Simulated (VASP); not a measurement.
Here is a VASP 6.6.1 calculation.

File POSCAR:

```
KCl
1.0
    0.0000000000      3.4273167819      3.6498790802
    3.4273167819      0.0000000000      3.6498790802
    3.4273167819      3.4273167819      0.0000000000
K Cl
1 1
Direct
    0.0000000000      0.0000000000      0.0000000000
    0.2500000000      0.2500000000      0.2500000000
```

File INCAR.step1:

```
SYSTEM = KCl
PREC = Accurate
ENCUT = 400
EDIFF = 1E-5
ISMEAR = 0
SIGMA = 0.01
LREAL = .FALSE.
LASPH = .TRUE.
NELM = 120
ALGO = Normal
ISIF = 2
LWAVE = .TRUE.
LCHARG = .FALSE.
GGA = PE
NBANDS = 15
GGA_COMPAT = .FALSE.
```

The input INCAR.step2:

```
SYSTEM = KCl
PREC = Accurate
ENCUT = 400
EDIFF = 1E-6
ISMEAR = 0
SIGMA = 0.01
LREAL = .FALSE.
LASPH = .TRUE.
NELM = 120
ALGO = Normal
ISIF = 2
LWAVE = .FALSE.
LCHARG = .FALSE.
GGA = PE
LHFCALC = .TRUE.
HFSCREEN = 0.2079
PRECFOCK = Normal
ISTART = 1
NBANDS = 15
GGA_COMPAT = .FALSE.
```

KPOINTS

```
regular mesh
0
G
  4 4 4
  0 0 0
```

Potentials or basis: VASP PAW PBE potentials, release 64 (K_sv, Cl).

Run with:

```bash
$ cat potpaw_PBE.64/K_sv/POTCAR potpaw_PBE.64/Cl/POTCAR > POTCAR
$ cp INCAR.step1 INCAR
$ mpirun -np 1 vasp_std > vasp.out
$ cp INCAR.step2 INCAR
$ mpirun -np 1 vasp_std > vasp.out
```

(1) Estimate the band gap on the k mesh.

(2) Estimate the pressure.

## Answers

(1) 5.99 eV (least direct gap 6.05 eV).

(2) 0.2 GPa.

Caveat: the cell differs from its parent crystal (epitaxial xy strain -2.3%); the PAW data sets were made with another functional, which shifts forces and pressure a little.
